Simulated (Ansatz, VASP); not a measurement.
## Ge in VASP and in Ansatz

```xyz
4
Lattice="4.0227 0.0000 0.0000 -2.0113 3.4838 0.0000 0.0000 0.0000 18.8685" Properties=species:S:1:pos:R:3 pbc="T T T"
Ge    0.0000    2.3225    5.1843
Ge    2.0113    1.1613    4.5000
Ge    6.0340   -1.1613   11.1685
Ge    4.0227    0.0000   10.4843
```

Alike in both runs: task single point; functional PBE; dispersion D3(BJ); k mesh 9 × 9 × 1; occupations gaussian, width 0.1 eV; no spin polarisation.

|  | VASP | Ansatz |
| --- | --- | --- |
| version | VASP 6.6.1 | Ansatz 0.2.0 |
| potentials or method | VASP PAW PBE potentials, release 64 (Ge_d), cutoff 520 eV | scalar-relativistic, plane waves, PAW |
| valence electrons in the cell | 56 | 56 |

|  | VASP | Ansatz | Ansatz less VASP |
| --- | --- | --- | --- |
| gap on the k mesh at the Fermi level (eV) | none | none | - |
| least direct gap on the mesh (eV) | 0.00 | 0.00 | 0.000 |
| rms of the force components (eV/Å) | 0.018 | 0.018 | +0.0001 |

Atom by atom the forces differ by 0.001 eV/Å (rms over components). A gap of «none» marks a metal or a gap that the smearing closes.

A gap of «none» marks a metal or a gap under the smearing width.
